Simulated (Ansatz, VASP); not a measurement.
## C: VASP beside Ansatz

File POSCAR:

```
C
1.0
    0.0000000000      1.7298980000      1.8369020000
    1.7298980000      0.0000000000      1.8369020000
    1.7298980000      1.7298980000      0.0000000000
C
2
Direct
    0.5000000000      0.5000000000      0.5000000000
    0.7500000000      0.7500000000      0.7500000000
```

INCAR.step1

```
PREC = Accurate
ENCUT = 520
ISMEAR = 0
SIGMA = 0.05
LREAL = F
LASPH = T
NELM = 60
NBANDS = 11
GGA = PE
ALGO = Normal
EDIFF = 1E-4
LWAVE = T
LCHARG = F
```

The input INCAR.step2:

```
PREC = Accurate
ENCUT = 520
EDIFF = 1E-6
ISMEAR = 0
SIGMA = 0.05
LREAL = F
LASPH = T
NELM = 60
ALGO = Normal
ISIF = 2
LWAVE = F
LCHARG = T
METAGGA = R2SCAN
LMIXTAU = T
LELF = T
LVHAR = T
NBANDS = 11
ISTART = 1
```

KPOINTS

```
Automatic mesh
0
Gamma
  12 12 12
```

Input for Ansatz:

```yaml
crystal:
  lattice:
    - [0.0, 1.729898, 1.836902]
    - [1.729898, 0.0, 1.836902]
    - [1.729898, 1.729898, 0.0]
  atoms:
    - { symbol: C, position: [0.5, 0.5, 0.5] }
    - { symbol: C, position: [0.75, 0.75, 0.75] }
basis:
  ecutwfc: 500
kpoints:
  mp_grid: { grid: [12, 12, 12] }
hamiltonian:
  xc: r2scan
scf:
  occupations: { method: gaussian, width: 0.05 }
output:
  forces: true
  stress: true
  eigenvalues: true
```

Change from the starting cell: strain -0.030 along x and y, +0.030 along z, atoms carried along.

Alike in both runs: task single point; functional r2SCAN; k mesh 12 × 12 × 12; occupations gaussian, width 0.05 eV; no spin polarisation.

|  | VASP | Ansatz |
| --- | --- | --- |
| version | VASP 6.6.1 | Ansatz 0.2.0 |
| potentials or method | VASP PAW PBE potentials, release 64 (C), cutoff 520 eV | scalar-relativistic, plane waves, PAW |
| valence electrons in the cell | 8 | 8 |

VASP gave:

| Property | Result |
| --- | --- |
| gap on the k mesh at the Fermi level (eV) | 3.61 |
| least direct gap on the mesh (eV) | 5.34 |
| pressure (GPa) | 13.6 |
| traceless stress, the component that is largest in VASP (GPa) | -43.28 |

Problem. What did Ansatz give for the same quantities?

Solution. gap on the k mesh at the Fermi level (eV): 3.64; least direct gap on the mesh (eV): 5.39; pressure (GPa): 12.4; traceless stress, the component that is largest in VASP (GPa): -43.36.

VASP's potentials were made for PBE, not for r2SCAN.
